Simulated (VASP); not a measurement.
Set up this calculation in VASP 6.6.1, as the native input.

| Item | Value |
| --- | --- |
| Task | relaxation of cell and atoms |
| Functional | PBE |
| Dispersion | D4 |
| Potentials or basis | VASP PAW PBE potentials, release 64 (Pb_d, S) |
| Cutoff | 500 eV |
| k mesh | 5 × 5 × 5 |
| Occupations | gaussian, width 0.01 eV |
| Spin | no spin polarisation |
| Dipole correction | no |
| Further INCAR settings | ALGO = Normal; EDIFF = 1e-07; IBRION = 2; EDIFFG = -0.02; NSW = 80; ISIF = 3 |

The structure of PbS (Galena) lies in POSCAR:

```
PbS
1.0
    0.0000000000      2.9657500000      2.9657500000
    2.9657500000      0.0000000000      2.9657500000
    2.9657500000      2.9657500000      0.0000000000
Pb S
1 1
Direct
    0.0000000000      0.0000000000      0.0000000000
    0.5000000000      0.5000000000      0.5000000000
```

These files were run (other wordings do the same):

INCAR

```
PREC = Accurate
ENCUT = 500
EDIFF = 1E-7
ISMEAR = 0
SIGMA = 0.01
LREAL = False
LASPH = True
NELM = 120
ALGO = Normal
ISIF = 3
LWAVE = False
LCHARG = False
GGA = PE
IVDW = 13
IBRION = 2
NSW = 80
EDIFFG = -0.02
GGA_COMPAT = False
NELMIN = 4
```

KPOINTS

```
Automatic mesh
0
Gamma
  5 5 5
```

Potentials or basis: VASP PAW PBE potentials, release 64 (Pb_d, S).

Run with:

```bash
$ cat potpaw_PBE.64/Pb_d/POTCAR potpaw_PBE.64/S/POTCAR > POTCAR
$ mpirun -np 1 vasp_std > vasp.out
```

It gave:

```json
{"Relaxed volume": "26.01 Å³/atom", "Relaxed cell": "a = 4.190 Å, b = 4.190 Å, c = 4.190 Å, α = 60.00°, β = 60.00°, γ = 60.00°", "Space group after relaxing (to 0.05 Å)": "Fm-3m (No. 225)", "Energy gained by relaxing": "0.0 meV/atom", "Ionic steps": "2", "Pressure after relaxing": "0.0 GPa", "Dispersion energy per atom": "-0.379 eV"}
```

Run time: 33 s on 1 thread of Intel Xeon 8259CL (shared host), peak memory 0.18 GiB.
